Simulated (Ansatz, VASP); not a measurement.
## One calculation of MgC, two programs

```
Mg C
1.0
     3.24676    0.00000    0.00000
    -1.62338    2.81178    0.00000
     0.00000    0.00000   10.69867
Mg C
4 4
Direct
  0.00000 0.00000 0.00000
  0.33333 0.66667 0.25000
  0.00000 0.00000 0.50000
  0.66667 0.33333 0.75000
  0.66667 0.33333 0.12500
  0.66667 0.33333 0.37500
  0.33333 0.66667 0.62500
  0.33333 0.66667 0.87500
```

Alike in both runs: task relaxation of cell and atoms; functional PBE; k mesh 6 × 6 × 2; occupations gaussian, width 0.1 eV; no spin polarisation.

|  | VASP | Ansatz |
| --- | --- | --- |
| version | VASP 6.6.1 | Ansatz 0.2.0 |
| potentials or method | VASP PAW PBE potentials, release 64 (Mg, C), cutoff 600 eV | scalar-relativistic, plane waves, PAW |
| valence electrons in the cell | 24 | 56 |

|  | VASP | Ansatz | Ansatz less VASP |
| --- | --- | --- | --- |
| gap on the k mesh at the Fermi level, each at its own relaxed structure (eV) | none | none | - |
| relaxed volume (Å³/atom) | 12.30 | 12.35 | +0.051 |
| relaxed cell length with the largest relative difference (Å) | 3.544 | 3.550 | +0.0058 |

A gap of «none» marks a metal or a gap that the smearing closes. VASP's potentials hold 24 valence electrons a cell and Ansatz's 56, so a difference there can come from the potentials and not from the codes.

The k mesh is coarse, so the values compare programs but aren't converged.
